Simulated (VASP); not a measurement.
**WSe2: single point with r2SCAN**

WSe2:

```
CELL_PARAMETERS angstrom
3.23367 0.00000 0.00000
-1.61684 2.80044 0.00000
0.00000 0.00000 13.28019
ATOMIC_POSITIONS crystal
W 0.33333 0.66667 0.25000
W 0.66667 0.33333 0.75000
Se 0.66667 0.33333 0.37725
Se 0.66667 0.33333 0.12275
Se 0.33333 0.66667 0.87725
Se 0.33333 0.66667 0.62275
```

This cell differs from its parent crystal: epitaxial xy strain -2.0%.

- Program: VASP 6.6.1
- Task: single point
- Functional: r2SCAN
- Potentials or basis: VASP PAW PBE potentials, release 64 (W_sv, Se)
- Cutoff: 520 eV
- k mesh: 12 × 12 × 2
- Occupations: gaussian, width 0.01 eV
- Spin: no spin polarisation

```yaml
Pressure: 5.2 GPa
Largest_force: 0.013 eV/Å
Band_gap_on_the_k_mesh: 1.24 eV, indirect (least direct gap 1.89 eV)
```

Forces in eV/Å, atoms in the order of the input:
```
W    0.000  0.000  0.000
W    0.000  0.000  0.000
Se   0.000  0.000  0.013
Se   0.000  0.000 -0.013
Se   0.000  0.000  0.013
Se   0.000  0.000 -0.013
```

Stress tensor (GPa, compression positive):
```
6.95 0.00 0.00
0.00 6.95 0.00
0.00 0.00 1.66
```

Levels at points of the mesh, in eV from the valence-band top:
```
           k point  band 24  band 25  band 26  band 27  band 28  band 29
(0.00, 0.00, 0.00)    -1.26    -1.14     0.00     3.15     3.15     3.19
(0.50, 0.00, 0.00)    -1.24    -1.11    -0.91     2.69     2.72     2.74
(0.00, 0.00, 0.50)    -1.28    -0.28    -0.28     3.15     3.15     3.15
(0.50, 0.00, 0.50)    -1.27    -1.01    -1.01     2.71     2.71     2.96
```

It took 5.4 min on 1 thread of Intel Xeon 6975P-C, on a shared host, peak memory 0.33 GiB.

Caveat: the cell differs from its parent crystal (epitaxial xy strain -2.0%); the PAW data sets were made with another functional, which shifts forces and pressure a little; spin-orbit coupling is left out, which moves the levels of the heavy elements. A k mesh can miss the band edges.
